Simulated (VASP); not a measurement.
Input of a VASP 6.6.1 run:

File INCAR:

```
SYSTEM = BN
  PREC = Accurate
  ENCUT = 520
  EDIFF = 1E-6
  ISMEAR = -1
  SIGMA = 0.02
  LREAL = .False.
  LASPH = .True.
  NELM = 60
  ALGO = Normal
  ISIF = 2
  LWAVE = .False.
  LCHARG = .True.
  GGA = PE
  LELF = .True.
  LVHAR = .True.
  NBANDS = 11
```

The input KPOINTS:

```
regular mesh
0
Gamma
  12 12 12
  0 0 0
```

POSCAR

```
BN
1.0
    0.0279397916      1.7966687473      1.7966687473
    1.7966687473      0.0279397916      1.7966687473
    1.7966687473      1.7966687473      0.0279397916
B N
1 1
Direct
    0.0001412061      0.0001412061      0.0001412061
    0.2498587939      0.2498587939      0.2498587939
```

Potentials or basis: VASP PAW PBE potentials, release 64 (B, N).

Run with:

```sh
$ cat potpaw_PBE.64/B/POTCAR potpaw_PBE.64/N/POTCAR > POTCAR
$ mpirun -np 1 vasp_std > vasp.out
```

Task: Predict the largest force.

Result: 0.036 eV/Å.

Task: What does it give for the pressure?

Result: 20.9 GPa.

Stress tensor (GPa, compression positive):
```
20.87 -7.79 -7.79
-7.79 20.87 -7.79
-7.79 -7.79 20.87
```

Caveat: the cell differs from its parent crystal (epitaxial 111 strain -2.0%).
